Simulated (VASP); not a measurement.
Wanted: the native input for a VASP 6.6.1 run.

```
Task                   : single point
Functional             : PBE
Potentials or basis    : VASP PAW PBE potentials, release 64 (Na_pv, F)
Cutoff                 : 520 eV
k mesh                 : 8 × 8 × 8
Occupations            : gaussian, width 0.02 eV
Spin                   : no spin polarisation
Dipole correction      : no
Further INCAR settings : ALGO = Normal; EDIFF = 1e-06; NBANDS = 14
```

The structure of NaF lies in POSCAR:

```
NaF
1.0
    0.0000000000      2.3499911814      2.3499911814
    2.3499911814      0.0000000000      2.3499911814
    2.3499911814      2.3499911814      0.0000000000
Na F
1 1
Direct
    0.0000000000      0.0000000000      0.0000000000
    0.5000000000      0.5000000000      0.5000000000
```

One way to write it, as run:

INCAR

```
SYSTEM = NaF
  PREC = Accurate
  ENCUT = 520
  EDIFF = 1E-6
  ISMEAR = 0
  SIGMA = 0.02
  LREAL = .False.
  LASPH = .True.
  NELM = 80
  ALGO = Normal
  ISIF = 2
  LWAVE = .False.
  LCHARG = .False.
  GGA = PE
  NBANDS = 14
```

KPOINTS

```
Automatic mesh
0
Gamma
  8 8 8
  0 0 0
```

Potentials or basis: VASP PAW PBE potentials, release 64 (Na_pv, F).

Run with:

```bash
$ cat potpaw_PBE.64/Na_pv/POTCAR potpaw_PBE.64/F/POTCAR > POTCAR
$ mpirun -np 1 vasp_std > vasp.out
```

It gave:

- Pressure: -0.1 GPa
- Band gap on the k mesh: 6.08 eV, direct

It took 5.3 s on 1 thread of Intel(R) Xeon(R) 6975P-C (Granite Rapids), on a shared host, peak memory 0.15 GiB.
